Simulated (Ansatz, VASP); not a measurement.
**One calculation of RbCl, two programs**

The input POSCAR:

```
RbCl
1.0
    0.0000000000      3.3057264139      3.3057264139
    3.3057264139      0.0000000000      3.3057264139
    3.3057264139      3.3057264139      0.0000000000
Rb Cl
1 1
Direct
    0.0000000000      0.0000000000      0.0000000000
    0.5000000000      0.5000000000      0.5000000000
```

INCAR.step1

```
PREC     = Accurate       # precision mode
ENCUT    = 400            # plane-wave cutoff, eV
EDIFF    = 1E-5           # SCF threshold, eV
ISMEAR   = 0              # smearing method
SIGMA    = 0.01           # smearing width, eV
LREAL    = F              # projectors in reciprocal space
LASPH    = T              # aspherical terms in the spheres
NELM     = 120            # most SCF steps
ALGO     = Normal         # electronic algorithm
ISIF     = 2              # what is computed and relaxed
LWAVE    = T              # write WAVECAR
LCHARG   = F              # write CHGCAR
GGA      = PE             # functional
NBANDS   = 15             # bands
GGA_COMPAT= F
```

INCAR.step2

```
PREC     = Accurate       # precision mode
ENCUT    = 400            # plane-wave cutoff, eV
EDIFF    = 1E-6           # SCF threshold, eV
ISMEAR   = 0              # smearing method
SIGMA    = 0.01           # smearing width, eV
LREAL    = F              # projectors in reciprocal space
LASPH    = T              # aspherical terms in the spheres
NELM     = 120            # most SCF steps
ALGO     = Normal         # electronic algorithm
ISIF     = 2              # what is computed and relaxed
LWAVE    = F              # write WAVECAR
LCHARG   = F              # write CHGCAR
GGA      = PE             # functional
LHFCALC  = T              # exact exchange
HFSCREEN = 0.2079         # screening, 1/A
PRECFOCK = Normal       
ISTART   = 1            
NBANDS   = 15             # bands
GGA_COMPAT= F
```

The input KPOINTS:

```
regular mesh
0
Gamma
  4 4 4
```

Input for Ansatz:

```yaml
crystal:
  lattice:
    - [0.0, 3.3057264139, 3.3057264139]
    - [3.3057264139, 0.0, 3.3057264139]
    - [3.3057264139, 3.3057264139, 0.0]
  atoms:
    - { symbol: Rb, position: [0.0, 0.0, 0.0] }
    - { symbol: Cl, position: [0.5, 0.5, 0.5] }
kpoints:
  mp_grid: { grid: [4, 4, 4] }
hamiltonian:
  xc: hse06
scf:
  occupations: { method: fixed }
  n_extra_bands: 4
  mixing: { preconditioner: kerker }
output:
  forces: true
  stress: true
  eigenvalues: true
```

Alike in both runs: task single point; functional HSE06; k mesh 4 × 4 × 4; no spin polarisation.

|  | VASP | Ansatz |
| --- | --- | --- |
| version | VASP 6.6.1 | Ansatz 0.2.0 |
| potentials or method | VASP PAW PBE potentials, release 64 (Rb_sv, Cl) | plane waves |
| plane-wave cutoff (eV) | 400 | 420 |
| occupations | gaussian, width 0.01 eV | fixed |
| valence electrons in the cell | 16 | 16 |

```csv
,VASP,Ansatz,Ansatz less VASP
gap on the k mesh at the Fermi level (eV),6.25,6.25,+0.002
pressure (GPa),0.3,0.3,0.00
```

Ansatz's warnings: stress exchange threshold loose, stress scf threshold loose.
